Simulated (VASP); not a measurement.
SrTiO3, 5 atoms in the cell. The structure is orthorhombic, space group Pmm2 (No. 25). The conventional cell has a = 3.787 Å, b = 3.891 Å, c = 3.787 Å, α = 90.00°, β = 90.00°, γ = 90.00°. Sr (site symmetry mm2) has 12 O at 2.61 to 2.78 Å and 8 Ti at 3.30 to 3.33 Å within 3.4 Å. Within 2.4 Å of Ti (site symmetry mm2) lie 6 O at 1.78 to 2.01 Å. O (site symmetry mm2) has 2 Ti at 1.78 to 2.01 Å within 2.4 Å. Within 2.5 Å of O (site symmetry mm2) lie 2 Ti at 1.90 Å. Within 2.8 Å of O (site symmetry mm2) lie 2 Ti at 1.95 Å and 4 Sr at 2.61 to 2.75 Å and 8 O at 2.71 to 2.72 Å.  This cell differs from its parent crystal: atoms displaced along a vibrational mode, the cell strained.

```yaml
Program: VASP 6.6.1
Task: single point
Functional: PBEsol
Potentials_or_basis: VASP PAW PBE potentials, release 64 (Sr_sv, Ti_sv, O)
Cutoff: 520 eV
k_mesh: 8 × 8 × 8
Occupations: gaussian, width 0.05 eV
Spin: no spin polarisation
Dipole_correction: no
Further_INCAR_settings: ALGO = Normal; EDIFF = 1e-06; NBANDS = 28
```

Potentials or basis: VASP PAW PBE potentials, release 64 (Sr_sv, Ti_sv, O).

Command:

```sh
$ cat potpaw_PBE.64/Sr_sv/POTCAR potpaw_PBE.64/Ti_sv/POTCAR potpaw_PBE.64/O/POTCAR > POTCAR
$ mpirun -np 1 vasp_std > vasp.out
```

Hardware: 1 thread of Intel Xeon 8259CL, on a shared host.

**Question.** Estimate the wall time of this run.

**Answer.** It took 6.2 min on 1 thread of Intel Xeon 8259CL, with other jobs on the host, peak memory 0.28 GiB. Counts: scf iterations 16, k points 125.
